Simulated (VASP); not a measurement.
The system is Sr.

```xyz
2
Lattice="-3.7064 3.7064 2.0209 3.7064 -3.7064 2.0209 3.7064 3.7064 -2.0209" Properties=species:S:1:pos:R:3 pbc="T T T"
Sr    0.0000    3.7064    1.0104
Sr    0.0000    0.0000    0.0000
```

Base run:

```yaml
Program: VASP 6.6.1
Functional: PBEsol
Potentials_or_basis: VASP PAW PBE potentials, release 64 (Sr_sv)
Cutoff: 520 eV
k_mesh: 5 × 5 × 5
Occupations: methfessel-paxton, width 0.1 eV
Spin: no spin polarisation
```

Its results: band gap on the k mesh zero (band 10 reaches 1.75 eV, above the bottom of band 11 at 1.24 eV); pressure -0.5 GPa.

The run is repeated on the same cell with these changes: k mesh from 5 × 5 × 5 to 4 × 4 × 4. What comes out?

Band gap on the k mesh zero (band 10 reaches 1.44 eV, above the bottom of band 11 at 1.14 eV); pressure 0.0 GPa.

Caveats: some runs use coarse meshes; the PAW data sets were made with another functional, which shifts forces and pressure a little.
